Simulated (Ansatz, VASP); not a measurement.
Two plane-wave programs on P

POSCAR

```
P
1.0
    4.0592596145      0.0000000000      0.0000000000
    0.0000000000      4.0592596145      0.0000000000
    0.0000000000      0.0000000000      4.2685500000
P
1
Direct
    0.0000000000      0.0000000000      0.0000000000
```

File INCAR.step1:

```
SYSTEM = P
ALGO = Normal ; EDIFF = 1E-4
ENCUT = 520 ; GGA = PE
ISMEAR = 0 ; LASPH = .True.
LCHARG = .False. ; LREAL = .False.
LWAVE = .True. ; NBANDS = 8
NELM = 60 ; PREC = Accurate
SIGMA = 0.15
```

The input INCAR.step2:

```
SYSTEM = P
ALGO = Normal ; EDIFF = 1E-7
ENCUT = 520 ; ISIF = 2
ISMEAR = 0 ; ISTART = 1
LASPH = .True. ; LCHARG = .False.
LMIXTAU = .True. ; LREAL = .False.
LWAVE = .False. ; METAGGA = R2SCAN
NBANDS = 8 ; NELM = 60
PREC = Accurate ; SIGMA = 0.15
```

File KPOINTS:

```
k-points
0
Gamma
  12 12 12
  0 0 0
```

Input for Ansatz:

```yaml
crystal:
  lattice:
    - [4.0592596145, 0.0, 0.0]
    - [0.0, 4.0592596145, 0.0]
    - [0.0, 0.0, 4.26855]
  atoms:
    - { symbol: P, position: [0.0, 0.0, 0.0] }
basis:
  ecutwfc: 500
kpoints:
  mp_grid: { grid: [12, 12, 12] }
hamiltonian:
  xc: r2scan
scf:
  occupations: { method: gaussian, width: 0.15 }
output:
  forces: true
  stress: true
  eigenvalues: true
```

Change from the starting cell: strain -0.050 along x and y, -0.025 along z, atoms carried along.

Alike in both runs: task single point; functional r2SCAN; k mesh 12 × 12 × 12; occupations gaussian, width 0.15 eV; no spin polarisation.

|  | VASP | Ansatz |
| --- | --- | --- |
| version | VASP 6.6.1 | Ansatz 0.2.0 |
| potentials or method | VASP PAW PBE potentials, release 64 (P), cutoff 520 eV | scalar-relativistic, plane waves, PAW |
| valence electrons in the cell | 5 | 5 |

|  | VASP | Ansatz | Ansatz less VASP |
| --- | --- | --- | --- |
| gap on the k mesh at the Fermi level (eV) | none | none | - |
| pressure (GPa) | -5.2 | -5.2 | +0.01 |
| traceless stress, the component that is largest in VASP (GPa) | 0.66 | 0.66 | 0.000 |

VASP's potentials were made for PBE, not for r2SCAN. A gap of «none» marks a metal or a gap that the smearing closes.
